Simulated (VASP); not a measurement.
Input of a VASP 6.6.1 run:

The input INCAR:

```
PREC = Accurate
ENCUT = 520
EDIFF = 1E-7
ISMEAR = 0
SIGMA = 0.1
LREAL = F
LASPH = T
NELM = 100
ALGO = Normal
ISIF = 2
LWAVE = F
LCHARG = F
GGA = PE
NBANDS = 24
```

KPOINTS

```
regular mesh
0
Gamma
  12 12 4
```

POSCAR

```
SiP5
1.0
    3.4514105339      0.0000000000      0.0000000000
   -1.7257052669      2.9890092012      0.0000000000
    0.0000000000      0.0000000000      9.8082880709
Si P
1 5
Direct
    0.0000000000      0.0000000000      0.2359556269
    0.3333333333      0.6666666667      0.4365523147
    0.6666666667      0.3333333333      0.5571233792
    0.6666666667      0.3333333333      0.1244883279
    0.0000000000      0.0000000000      0.7632133308
    0.3333333333      0.6666666667      0.8826670206
```

Potentials or basis: VASP PAW PBE potentials, release 64 (Si, P).

The run is started by

```bash
$ cat potpaw_PBE.64/Si/POTCAR potpaw_PBE.64/P/POTCAR > POTCAR
$ mpirun -np 1 vasp_std > vasp.out
```

Question: Predict the largest force.

Answer: 0.054 eV/Å.

Question: Estimate the pressure.

Answer: -0.2 GPa.

Stress tensor (GPa, compression positive):
```
-0.28  0.00  0.00
 0.00 -0.28  0.00
 0.00  0.00 -0.12
```
